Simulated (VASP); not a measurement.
Write the native input for VASP 6.6.1 that does the following.

| Property | Result |
| --- | --- |
| Task | single point |
| Functional | PBE |
| Dispersion | D3(BJ) |
| Potentials or basis | VASP PAW PBE potentials, release 64 (C) |
| Cutoff | 520 eV |
| k mesh | 2 × 2 × 1 |
| Occupations | fermi-dirac, width 0.02 eV |
| Spin | no spin polarisation |
| Dipole correction | no |
| Further INCAR settings | LREAL = Auto; ALGO = Normal; EDIFF = 1e-06; NBANDS = 86 |

The structure of C lies in POSCAR:

```
C
1.0
    9.8640000000      0.0000000000      0.0000000000
   -4.9320000000      8.5424750000      0.0000000000
    0.0000000000      0.0000000000     11.0000000000
C
32
Direct
    0.0112228467      0.0121861638      0.0954818182
    0.1818322931      0.0941998660      0.0638272727
    0.0047478033      0.2533926058      0.0906636364
    0.1710561424      0.3419500789      0.0826090909
    0.0023689880      0.5065627936      0.1044727273
    0.1720236283      0.5899110035      0.1058727273
    0.0058403038      0.7539149954      0.0963909091
    0.1736659243      0.8364437707      0.0845454545
    0.2611044034      0.0071642001      0.0686636364
    0.4262275261      0.0908167715      0.0882363636
    0.2576336472      0.2651456399      0.0702636364
    0.4276419951      0.3496878832      0.0854272727
    0.2541113816      0.5040459586      0.0930909091
    0.4224428984      0.5923107764      0.1046727273
    0.2576641461      0.7565488924      0.0937363636
    0.4209937958      0.8437718577      0.0903909091
    0.5061445435      0.0058413984      0.0869363636
    0.6675612254      0.0835003907      0.0763363636
    0.5039591883      0.2591754732      0.0836363636
    0.6723097344      0.3398546674      0.0945636364
    0.5129177747      0.5169344950      0.0927363636
    0.6880696123      0.6027410089      0.0995636364
    0.5041041836      0.7565254800      0.0973181818
    0.6819464227      0.8422383443      0.0888545455
    0.7572300621      0.0110740740      0.0760636364
    0.9182408167      0.0928887705      0.0814090909
    0.7519354397      0.2537086734      0.0863636364
    0.9167006604      0.3395854246      0.0893363636
    0.7545220298      0.5084357871      0.0954545455
    0.9215853733      0.5888925633      0.1011727273
    0.7675813303      0.7660426282      0.1006363636
    0.9381983408      0.8495313126      0.0904272727
```

These files were run (other wordings do the same):

INCAR

```
SYSTEM = C
PREC     = Accurate       ! precision mode
ENCUT    = 520            ! plane-wave cutoff, eV
EDIFF    = 1E-6           ! SCF threshold, eV
ISMEAR   = -1             ! smearing method
SIGMA    = 0.02           ! smearing width, eV
LREAL    = Auto         
LASPH    = .TRUE.         ! aspherical terms in the spheres
NELM     = 60             ! most SCF steps
ALGO     = Normal         ! electronic algorithm
ISIF     = 2              ! what is computed and relaxed
LWAVE    = .FALSE.        ! write WAVECAR
LCHARG   = .FALSE.        ! write CHGCAR
GGA      = PE             ! functional
IVDW     = 12             ! dispersion correction
NBANDS   = 86             ! bands
```

KPOINTS

```
Automatic mesh
0
G
  2 2 1
  0 0 0
```

Potentials or basis: VASP PAW PBE potentials, release 64 (C).

Command:

```console
$ cat potpaw_PBE.64/C/POTCAR > POTCAR
$ mpirun -np 1 vasp_std > vasp.out
```

Results of the run:

| Item | Value |
| --- | --- |
| Largest force | 4.596 eV/Å |
| Band gap on the k mesh | 1.68 eV, indirect (least direct gap 1.70 eV) |
| Dispersion energy per atom | -0.089 eV |

It took 11 min on 1 thread of AMD EPYC 9R45 96-Core Processor (Zen 5), on a shared host, peak memory 0.97 GiB.
